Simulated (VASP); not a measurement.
# H18C8N4O5 (C2) in VASP: relaxation of cell and atoms with PBEsol

Aim: the relaxation of cell and atoms of H18C8N4O5 with PBEsol.

All numbers are computed with VASP 6.6.1; they aren't measurements. Logs are shortened: lines on timing, memory, paths and dates and some standing lists are left out, and cuts for length are marked.

## 1. The cell of the first run

It takes space group C2 (No. 5, monoclinic). Conventional cell: a = 10.330 Å, b = 4.888 Å, c = 11.486 Å, α = 90.00°, β = 90.51°, γ = 90.00°. Within 1.5 Å of H (site symmetry 1) lie 1 C at 1.10 Å. H (site symmetry 1) has 1 C at 1.11 Å within 1.5 Å. H (site symmetry 1) has 1 N at 1.06 Å within 1.4 Å. Within 1.4 Å of H (site symmetry 1) lie 1 N at 1.03 Å. Within 1.4 Å of H (site symmetry 1) lie 1 N at 1.07 Å. H (site symmetry 1) has 1 C at 1.10 Å within 1.5 Å. H (site symmetry 1) has 1 C at 1.10 Å within 1.5 Å. H (site symmetry 1) has 1 C at 1.10 Å within 1.5 Å.

## 2. Relaxation of cell and atoms, PBEsol

INCAR

```
SYSTEM = H18C8N4O5
PREC = Accurate
ENCUT = 600
EDIFF = 1E-6
ISMEAR = 0
SIGMA = 0.02
LREAL = Auto
LASPH = .TRUE.
NELM = 60
ALGO = Normal
ISIF = 3
LWAVE = .FALSE.
LCHARG = .FALSE.
GGA = PS
IBRION = 2
NSW = 70
EDIFFG = -0.02
```

KPOINTS

```
Automatic mesh
0
G
  4 4 2
  0 0 0
```

POSCAR

```
H18C8N4O5
1.0
    5.1651507032     -2.4438160020      0.0268740403
    5.1651507032      2.4438160020      0.0268740403
   -0.1618683960      0.0000000000     11.4847280838
H C N O
18 8 4 5
Direct
    0.7587838405      0.3313096642      0.7669063638
    0.6686903358      0.2412161595      0.2330936362
    0.9309073073      0.0330017128      0.6021326295
    0.9669982872      0.0690926927      0.3978673705
    0.0876535400      0.1779674681      0.9455043869
    0.8220325319      0.9123464600      0.0544956131
    0.3846766956      0.9277708078      0.8655448593
    0.0722291922      0.6153233044      0.1344551407
    0.1624243865      0.3018550386      0.8276669567
    0.6981449614      0.8375756135      0.1723330433
    0.4337352035      0.8324809124      0.5291327299
    0.1675190876      0.5662647965      0.4708672701
    0.5509871720      0.8518242764      0.6702116343
    0.1481757236      0.4490128280      0.3297883657
    0.2561380374      0.1901036724      0.5967402798
    0.8098963276      0.7438619626      0.4032597202
    0.6339257619      0.4851103135      0.0408175879
    0.5148896865      0.3660742381      0.9591824121
    0.9136270114      0.8955513645      0.8285742675
    0.1044486355      0.0863729886      0.1714257325
    0.9726209426      0.1020928589      0.7794804083
    0.8979071411      0.0273790574      0.2205195917
    0.1193629105      0.9430024447      0.6641308898
    0.0569975553      0.8806370895      0.3358691102
    0.3542362713      0.9545594838      0.6124868126
    0.0454405162      0.6457637287      0.3875131874
    0.0717460078      0.6348077495      0.7730743098
    0.3651922505      0.9282539922      0.2269256902
    0.1645940265      0.1249733117      0.8586237384
    0.8750266883      0.8354059735      0.1413762616
    0.2564532701      0.6289147817      0.6865989776
    0.3710852183      0.7435467299      0.3134010224
    0.7278590595      0.9733457900      0.9112309871
    0.0266542100      0.2721409405      0.0887690129
    0.4479602065      0.5520397935      0.0000000000
```

Potentials or basis: VASP PAW PBE potentials, release 64 (H, C, N, O).

Command:

```bash
cat potpaw_PBE.64/H/POTCAR potpaw_PBE.64/C/POTCAR potpaw_PBE.64/N/POTCAR potpaw_PBE.64/O/POTCAR > POTCAR
mpirun -np 1 vasp_std > vasp.out
```

OUTCAR:

```text
SYSTEM = H18C8N4O5
   PREC = Accurate
   ENCUT = 600
   EDIFF = 1E-6
   ISMEAR = 0
   LREAL = Auto
   LASPH = .TRUE.
   NELM = 60
   ISIF = 3
   GGA = PS
   IBRION = 2
   NSW = 70
   EDIFFG = -0.02

 ion  position               nearest neighbor table
   1  0.759  0.331  0.767-  21 1.10
   2  0.669  0.241  0.233-  22 1.10
   3  0.931  0.033  0.602-  23 1.11
   4  0.967  0.069  0.398-  24 1.11
   5  0.088  0.178  0.946-  29 1.06
   6  0.822  0.912  0.054-  30 1.06
[... 10 lines left out ...]
  17  0.634  0.485  0.041-  35 0.99
  18  0.515  0.366  0.959-  35 0.99
  19  0.914  0.896  0.829-  33 1.28  27 1.31  21 1.53
  20  0.104  0.086  0.171-  34 1.28  28 1.31  22 1.53
  21  0.973  0.102  0.779-   1 1.10  29 1.49  23 1.52  19 1.53
  22  0.898  0.027  0.221-   2 1.10  30 1.49  24 1.52  20 1.53
  23  0.119  0.943  0.664-   3 1.11  31 1.46  25 1.51  21 1.52
  24  0.057  0.881  0.336-   4 1.11  32 1.46  26 1.51  22 1.52
  25  0.354  0.955  0.612-  15 1.10  11 1.10  13 1.10  23 1.51
  26  0.045  0.646  0.388-  16 1.10  12 1.10  14 1.10  24 1.51
  27  0.072  0.635  0.773-  19 1.31  31 1.44
  28  0.365  0.928  0.227-  20 1.31  32 1.44
  29  0.165  0.125  0.859-   7 1.03   5 1.06   9 1.07  21 1.49
  30  0.875  0.835  0.141-   8 1.03   6 1.06  10 1.07  22 1.49
  31  0.256  0.629  0.687-  27 1.44  23 1.46
  32  0.371  0.744  0.313-  28 1.44  24 1.46
  33  0.728  0.973  0.911-  19 1.28
  34  0.027  0.272  0.089-  20 1.28
  35  0.448  0.552  0.000-  17 0.99  18 0.99

  LATTYP: Found a base centered monoclinic cell.
 ALAT       =    10.3304412298
 B/A-ratio  =     0.4731290654
 C/A-ratio  =     1.1118468686
 COS(beta)  =    -0.0088902726

  Lattice vectors:

 A1 = (   5.1651507032,  -2.4438160020,   0.0268740403)
 A2 = (   5.1651507032,   2.4438160020,   0.0268740403)
 A3 = (  -0.1618683960,   0.0000000000,  11.4847280838)

Analysis of symmetry for initial positions (statically):
=====================================================================
 Subroutine PRICEL returns:
 Original cell was already a primitive cell.

 Routine SETGRP: Setting up the symmetry group for a
 base centered monoclinic supercell.

 Subroutine GETGRP returns: Found  2 space group operations
 (whereof  2 operations were pure point group operations)
 out of a pool of  4 trial point group operations.

The static configuration has the point symmetry C_2 .

Analysis of symmetry for dynamics (positions and initial velocities):
=====================================================================
 Subroutine PRICEL returns:
 Original cell was already a primitive cell.

 Routine SETGRP: Setting up the symmetry group for a
 base centered monoclinic supercell.

 Subroutine GETGRP returns: Found  2 space group operations
 (whereof  2 operations were pure point group operations)
 out of a pool of  4 trial point group operations.

The dynamic configuration has the point symmetry C_2 .

 Subroutine INISYM returns: Found  2 space group operations
 (whereof  2 operations are pure point group operations),
 and found     1 'primitive' translations

----------------------------------------------------------------------------------------

                                     Primitive cell

  volume of cell :     289.9573

  direct lattice vectors                    reciprocal lattice vectors
     5.165150703 -2.443816002  0.026874040     0.096795498 -0.204598055  0.001364258
     5.165150703  2.443816002  0.026874040     0.096795498  0.204598055  0.001364258
    -0.161868396  0.000000000 11.484728084    -0.000452999  0.000000000  0.087065768

  length of vectors
     5.714170163  5.714170163 11.485868732     0.226343972  0.226343972  0.087066947

  position of ions in fractional coordinates (direct lattice)
     0.758783841  0.331309664  0.766906364
     0.668690336  0.241216159  0.233093636
     0.930907307  0.033001713  0.602132629
     0.966998287  0.069092693  0.397867371
     0.087653540  0.177967468  0.945504387
     0.822032532  0.912346460  0.054495613
[... 27 lines left out ...]
     0.026654210  0.272140941  0.088769013
     0.447960206  0.552039794  0.000000000

  ion indices of the primitive-cell ions
   primitive index   ion index
                 1           1
                 2           2
[... 58 lines left out ...]
 Found     14 irreducible k-points:

 Following reciprocal coordinates:
            Coordinates               Weight
  0.000000  0.000000  0.000000      1.000000
  0.250000  0.000000  0.000000      4.000000
  0.500000  0.000000  0.000000      2.000000
  0.250000  0.250000  0.000000      2.000000
  0.500000  0.250000  0.000000      4.000000
 -0.250000  0.250000  0.000000      2.000000
  0.500000  0.500000  0.000000      1.000000
  0.000000  0.000000  0.500000      1.000000
  0.250000  0.000000  0.500000      4.000000
  0.500000  0.000000  0.500000      2.000000
  0.250000  0.250000  0.500000      2.000000
  0.500000  0.250000  0.500000      4.000000
 -0.250000  0.250000  0.500000      2.000000
  0.500000  0.500000  0.500000      1.000000
   k-points           NKPTS =     14   k-points in BZ     NKDIM =     14   number of bands    NBANDS=     68
   number of dos      NEDOS =    301   number of ions     NIONS =     35
   total plane-waves  NPLWV = 221184
   dimension x,y,z NGX =    48 NGY =   48 NGZ =   96
   dimension x,y,z NGXF=    96 NGYF=   96 NGZF=  192
   ions per type =              18   8   4   5
   NGX,Y,Z   is equivalent  to a cutoff of  13.96, 13.96, 13.89 a.u.
   NGXF,Y,Z  is equivalent  to a cutoff of  27.93, 27.93, 27.79 a.u.
 SYSTEM =  H18C8N4O5
   PREC   = accura    normal or accurate (medium, high low for compatibility)
   ISTART =      0    job   : 0-new  1-cont  2-samecut
   ICHARG =      2    charge: 1-file 2-atom 10-const
   ISPIN  =      1    spin polarized calculation?
   LNONCOLLINEAR =      F non collinear calculations
   LSORBIT =      F    spin-orbit coupling
   LASPH  =      T    aspherical Exc in radial PAW
   ENCUT  =  600.0 eV  44.10 Ry    6.64 a.u.  11.41 11.41 22.94*2*pi/ulx,y,z
   NELM   =     60;   NELMIN=  2; NELMDL= -5     # of ELM steps
   EDIFF  = 0.1E-05   stopping-criterion for ELM
   LREAL  =      T    real-space projection
   EDIFFG = -.2E-01   stopping-criterion for IOM
   NSW    =     70    number of steps for IOM
   IBRION =      2    ionic relax: 0-MD 1-quasi-New 2-CG
   NFREE  =      1    steps in history (QN), initial steepest desc. (CG)
   ISIF   =      3    stress and relaxation
   ISYM   =      2    0-nonsym 1-usesym 2-fastsym
   POTIM  = 0.5000    time-step for ionic-motion
   TEBEG  =    0.0;   TEEND  =   0.0 temperature during run
   PSTRESS=    0.0 pullay stress
   NELECT =     100.0000    total number of electrons
   NUPDOWN=      -1.0000    fix difference up-down
   EMIN   =  10.00;   EMAX   =-10.00  energy-range for DOS
   EFERMI =   0.00;   METHOD = LEGACY
   ISMEAR =     0;   SIGMA  =   0.02  broadening in eV -4-tet -1-fermi 0-gaus
   EFERMI_NEDOS =   21; number of points for ismear=-14 and -15
   IALGO  =     38    algorithm
   IMIX   =      4    mixing-type and parameters
     AMIX     =   0.40;   BMIX     =  1.00
     AMIX_MAG =   1.60;   BMIX_MAG =  1.00
  volume/ion in A,a.u.               =       8.28        55.91
  Fermi-wavevector in a.u.,A,eV,Ry     =   1.148057  2.169513 17.932955  1.318035
  Thomas-Fermi vector in A             =   2.284734
   LORBIT       =      0    0 simple, 1 ext, 2 COOP (PROOUT), +10 PAW based schemes
   GGA     = PS    functional components
   LHFCALC =     F    Hartree Fock is set to
   AEXX    =    0.0000 exact exchange contribution
   IVDW    =     0    specifies the selected vdW correction
   LEPSILON=     F    determine dielectric tensor
   LRPA    =     F    only Hartree local field effects (RPA)
 conjugate gradient relaxation of ions
 non-spin polarized calculation
 Gauss-broadening in eV      SIGMA  =   0.02
  energy-cutoff  :      600.00
  volume of cell :      289.96
 maximum number of plane-waves:      9696
 NGX is ok and might be reduce to    48
   NGX = 23   NGY = 23   NGZ = 45

--------------------------------------- Ionic step        1  -------------------------------------------

 number of electron     100.0000011 magnetization

 Free energy of the ion-electron system (eV)
  ---------------------------------------------------
  ext. energy  EPLUGINS =         0.00000000
  ---------------------------------------------------
  free energy    TOTEN  =      -209.64483031 eV

  energy without entropy =     -209.64483031  energy(sigma->0) =     -209.64483031

------------------------ aborting loop because EDIFF is reached ----------------------------------------

  FORCE on cell =-STRESS in cart. coord.  units (eV):
  Direction    XX          YY          ZZ          XY          YZ          ZX
  --------------------------------------------------------------------------------------
  -------------------------------------------------------------------------------------
  Total       -1.1244743      0.7190774     -0.5596784      0.0000000      0.0000000      0.5159107
  in kB       -6.2133535      3.9733072     -3.0925380      0.0000000      0.0000000      2.8506971
  external PRESSURE =      -1.7775281 kB  Pullay stress =       0.0000000 kB
[... 188 lines left out ...]
  FREE ENERGIE OF THE ION-ELECTRON SYSTEM (eV)
  ---------------------------------------------------
  free  energy   TOTEN  =      -209.6622486183 eV

  energy  without entropy=     -209.6622486183  energy(sigma->0) =     -209.66224862

[... ionic steps 4 to 19 ...]

--------------------------------------- Ionic step       20  -------------------------------------------

 number of electron     100.0000007 magnetization

------------------------ aborting loop because EDIFF is reached ----------------------------------------
[... 133 lines left out ...]
--------------------------------------- Ionic step       22  -------------------------------------------

 number of electron     100.0000007 magnetization

 Free energy of the ion-electron system (eV)
  ---------------------------------------------------
  ext. energy  EPLUGINS =         0.00000000
  ---------------------------------------------------
  free energy    TOTEN  =      -209.68156047 eV

  energy without entropy =     -209.68156047  energy(sigma->0) =     -209.68156047

 E-fermi :   0.5207     XC(G=0):  -8.6049

 val. band max:        0.3515351447   @ k =   0.5000   0.0000   0.5000
 cond. band min:       3.9948431112   @ k =   0.0000   0.0000   0.5000
 fundamental gap:      3.6433079664
 Fermi energy:         0.5207466742

 k-point     1 :       0.0000    0.0000    0.0000
  band No.  band energies     occupation
      1     -22.0471      2.00000
      2     -22.0311      2.00000
      3     -20.1968      2.00000
      4     -20.0219      2.00000
      5     -18.6625      2.00000
      6     -18.3872      2.00000
[... 899 lines left out ...]
     61       7.5218      0.00000
     62       7.9921      0.00000
 [bands above 62 left out]

------------------------ aborting loop because EDIFF is reached ----------------------------------------

  FORCE on cell =-STRESS in cart. coord.  units (eV):
  Direction    XX          YY          ZZ          XY          YZ          ZX
  --------------------------------------------------------------------------------------
  -------------------------------------------------------------------------------------
  Total        0.0035698     -0.0292049     -0.0351367      0.0000000      0.0000000     -0.0499124
  in kB        0.0201197     -0.1646028     -0.1980350      0.0000000      0.0000000     -0.2813130
  external PRESSURE =      -0.1141727 kB  Pullay stress =       0.0000000 kB
[... 50 lines left out ...]
  FREE ENERGIE OF THE ION-ELECTRON SYSTEM (eV)
  ---------------------------------------------------
  free  energy   TOTEN  =      -209.6815604671 eV

  energy  without entropy=     -209.6815604671  energy(sigma->0) =     -209.68156047

 reached required accuracy - stopping structural energy minimisation
```

Run time: 59 min. Hardware: 1 thread of Intel Xeon 6975P-C (Granite Rapids), shared host; peak memory 0.67 GiB.

Results:

```
Free energy                           : -209.6816 eV
Relaxed volume                        : 8.12 Å³/atom
Relaxed cell                          : a = 5.684 Å, b = 5.684 Å, c = 11.388 Å, α = 90.51°, β = 90.51°, γ = 50.61°
Space group after relaxing (to 0.1 Å) : C2 (No. 5)
Energy gained by relaxing             : 1.0 meV/atom
Ionic steps                           : 22
Pressure after relaxing               : 0.0 GPa
Largest force after relaxing          : 0.019 eV/Å
Band gap on the k mesh                : 3.64 eV (least direct gap 3.74 eV)
```

Forces in eV/Å, atoms in the order of the input:
```
H    0.004  0.002  0.007
H   -0.004  0.002 -0.007
H   -0.005 -0.005  0.006
H    0.005 -0.005 -0.006
H    0.003  0.000 -0.001
H   -0.003  0.000  0.001
H   -0.001  0.006  0.000
H    0.001  0.006  0.000
H    0.001 -0.004 -0.006
H   -0.001 -0.004  0.006
H   -0.005 -0.001 -0.006
H    0.005 -0.001  0.006
H   -0.009 -0.009  0.001
H    0.009 -0.009 -0.001
H   -0.008  0.009  0.004
H    0.008  0.009 -0.004
H    0.012 -0.004  0.002
H   -0.012 -0.004 -0.002
C    0.007  0.002  0.003
C   -0.007  0.002 -0.003
C   -0.004 -0.001  0.001
C    0.004 -0.001 -0.001
C   -0.002  0.000 -0.005
C    0.002  0.000  0.005
C    0.003 -0.008  0.000
C   -0.003 -0.008  0.000
N    0.005  0.007 -0.001
N   -0.005  0.007  0.001
N   -0.003  0.005  0.000
N    0.003  0.005  0.000
O    0.013 -0.001 -0.004
O   -0.013 -0.001  0.004
O    0.000  0.003 -0.019
O    0.000  0.003  0.019
O    0.000  0.000  0.000
```

The path:
```csv
step,energy change (eV),largest force (eV/Å),pressure (GPa),volume (Å³)
1,0.0000,0.3776,-0.18,289.96
2,0.0605,1.0404,-1.31,289.57
3,-0.0174,0.1161,-0.57,289.83
4,-0.0207,0.3235,-0.14,288.71
5,-0.0217,0.1916,-0.29,289.08
6,-0.0257,0.1761,-0.14,288.16
7,-0.0258,0.2360,-0.11,287.97
8,-0.0291,0.1059,-0.09,287.26
9,-0.0297,0.1506,-0.07,286.78
10,-0.0317,0.0712,-0.06,286.13
11,-0.0317,0.0755,-0.06,286.09
12,-0.0331,0.0539,-0.06,285.77
13,-0.0341,0.0886,-0.08,285.26
14,-0.0352,0.0434,0.00,284.91
15,-0.0353,0.0673,0.04,284.70
16,-0.0359,0.0413,0.03,284.58
17,-0.0360,0.0863,0.01,284.49
18,-0.0363,0.0349,0.02,284.40
19,-0.0364,0.0471,0.01,284.35
20,-0.0366,0.0233,0.01,284.31
21,-0.0366,0.0285,0.00,284.29
22,-0.0367,0.0188,-0.01,284.27
```

Final structure:
```cif
data_structure
_symmetry_space_group_name_H-M 'P 1'
_symmetry_Int_Tables_number 1
_cell_length_a 5.6835
_cell_length_b 5.6835
_cell_length_c 11.3875
_cell_angle_alpha 90.506
_cell_angle_beta 90.506
_cell_angle_gamma 50.609
_cell_volume 284.27
loop_
_atom_site_label
_atom_site_type_symbol
_atom_site_fract_x
_atom_site_fract_y
_atom_site_fract_z
_atom_site_occupancy
H1 H 0.75532 0.33395 0.76676 1
H2 H 0.66605 0.24468 0.23324 1
H3 H 0.92911 0.03157 0.60122 1
H4 H 0.96843 0.07089 0.39878 1
H5 H 0.08791 0.18018 0.94778 1
H6 H 0.81982 0.91209 0.05222 1
H7 H 0.38729 0.92640 0.86641 1
H8 H 0.07360 0.61271 0.13359 1
H9 H 0.16145 0.30601 0.82733 1
H10 H 0.69399 0.83855 0.17267 1
H11 H 0.43451 0.83174 0.52773 1
H12 H 0.16826 0.56549 0.47227 1
H13 H 0.55298 0.85033 0.67108 1
H14 H 0.14967 0.44702 0.32892 1
H15 H 0.25543 0.19199 0.59704 1
H16 H 0.80801 0.74457 0.40296 1
H17 H 0.63925 0.48205 0.04116 1
H18 H 0.51796 0.36075 0.95884 1
C1 C 0.91309 0.89677 0.82961 1
C2 C 0.10323 0.08691 0.17039 1
C3 C 0.97258 0.10277 0.78008 1
C4 C 0.89723 0.02742 0.21992 1
C5 C 0.11918 0.94209 0.66417 1
C6 C 0.05791 0.88082 0.33583 1
C7 C 0.35416 0.95392 0.61248 1
C8 C 0.04608 0.64584 0.38752 1
N1 N 0.07246 0.63403 0.77426 1
N2 N 0.36597 0.92754 0.22574 1
N3 N 0.16486 0.12574 0.85900 1
N4 N 0.87426 0.83514 0.14100 1
O1 O 0.25680 0.62687 0.68740 1
O2 O 0.37313 0.74320 0.31260 1
O3 O 0.72535 0.97645 0.91317 1
O4 O 0.02355 0.27465 0.08683 1
O5 O 0.45011 0.54989 0.00000 1
```

Levels at points of the mesh, in eV from the valence-band top:
| k point | band 47 | band 48 | band 49 | band 50 | band 51 | band 52 | band 53 | band 54 |
| --- | --- | --- | --- | --- | --- | --- | --- | --- |
| (0.00, 0.00, 0.00) | -1.30 | -1.27 | -0.20 | -0.15 | 3.72 | 3.85 | 4.65 | 4.98 |
| (0.50, 0.00, 0.00) | -1.30 | -1.05 | -0.17 | -0.06 | 3.95 | 4.31 | 5.20 | 5.46 |
| (0.50, 0.50, 0.00) | -1.13 | -1.04 | -0.14 | -0.11 | 4.13 | 4.17 | 4.83 | 5.26 |
| (0.00, 0.00, 0.50) | -1.29 | -1.28 | -0.24 | -0.10 | 3.64 | 3.86 | 4.76 | 4.93 |
| (0.50, 0.00, 0.50) | -1.31 | -1.07 | -0.21 | 0.00 | 3.92 | 4.30 | 5.21 | 5.50 |
| (0.50, 0.50, 0.50) | -1.11 | -1.07 | -0.17 | -0.05 | 4.04 | 4.21 | 4.88 | 5.22 |

Caveat: this functional lacks dispersion, which holds the molecules together, so the pressure and a relaxed volume are unreliable; the PAW data sets were made with another functional, which shifts forces and pressure a little. A k mesh can miss the band edges.
